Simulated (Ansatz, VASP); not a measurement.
SnO2 in VASP and in Ansatz

File INCAR:

```
ALGO     = Normal         # electronic algorithm
EDIFF    = 1E-6           # SCF threshold, eV
ENCUT    = 520            # plane-wave cutoff, eV
GGA      = PE             # functional
ISIF     = 2              # what is computed and relaxed
ISMEAR   = 0              # smearing method
IVDW     = 12             # dispersion correction
LASPH    = True           # aspherical terms in the spheres
LCHARG   = True           # write CHGCAR
LELF     = True           # ELF
LREAL    = False          # projectors in reciprocal space
LVHAR    = True         
LWAVE    = False          # write WAVECAR
NBANDS   = 35             # bands
NELM     = 60             # most SCF steps
PREC     = Accurate       # precision mode
SIGMA    = 0.05           # smearing width, eV
```

The input KPOINTS:

```
k-points
0
Gamma
  12 12 4
```

Contents of POSCAR:

```
SnO2
1.0
    3.2914593056      0.0000000000      0.0000000000
   -1.6457296528      2.8504873742      0.0000000000
    0.0000000000      0.0000000000     10.5913895093
Sn O
2 4
Direct
    0.0000000000      0.0000000000      0.5000000000
    0.0000000000      0.0000000000      0.0000000000
    0.6666666667      0.3333333333      0.4017901351
    0.6666666667      0.3333333333      0.0982098649
    0.3333333333      0.6666666667      0.5982098649
    0.3333333333      0.6666666667      0.9017901351
```

Input for Ansatz:

```yaml
crystal:
  lattice:
    - [3.2914593056, 0.0, 0.0]
    - [-1.6457296528, 2.8504873742, 0.0]
    - [0.0, 0.0, 10.5913895093]
  atoms:
    - { symbol: Sn, position: [0.0, 0.0, 0.5] }
    - { symbol: Sn, position: [0.0, 0.0, 0.0] }
    - { symbol: O, position: [0.6666666667, 0.3333333333, 0.4017901351] }
    - { symbol: O, position: [0.6666666667, 0.3333333333, 0.0982098649] }
    - { symbol: O, position: [0.3333333333, 0.6666666667, 0.5982098649] }
    - { symbol: O, position: [0.3333333333, 0.6666666667, 0.9017901351] }
basis:
  ecutwfc: 520.0
kpoints:
  mp_grid: { grid: [12, 12, 4] }
hamiltonian:
  xc: pbe
  dispersion: d3bj
scf:
  occupations: { method: gaussian, width: 0.05 }
output:
  forces: true
  stress: true
  eigenvalues: true
```

Change from the starting cell: mode 1 frozen in at +0.000 Å, equal normal strain along x, y and z +0.0250.

Alike in both runs: task single point; functional PBE; dispersion D3(BJ); k mesh 12 × 12 × 4; occupations gaussian, width 0.05 eV; no spin polarisation.

|  | VASP | Ansatz |
| --- | --- | --- |
| version | VASP 6.6.1 | Ansatz 0.2.0 |
| potentials or method | VASP PAW PBE potentials, release 64 (Sn_d, O), cutoff 520 eV | scalar-relativistic, plane waves, PAW |
| valence electrons in the cell | 52 | 52 |

|  | VASP | Ansatz | Ansatz less VASP |
| --- | --- | --- | --- |
| gap on the k mesh at the Fermi level (eV) | 1.64 | 1.67 | +0.025 |
| least direct gap on the mesh (eV) | 1.92 | 1.94 | +0.020 |
| pressure (GPa) | -8.0 | -8.4 | -0.44 |
| traceless stress, the component that is largest in VASP (GPa) | 3.12 | 3.40 | +0.278 |
| rms of the force components (eV/Å) | 0.314 | 0.337 | +0.0222 |

Atom by atom the forces differ by 0.022 eV/Å (rms over components).
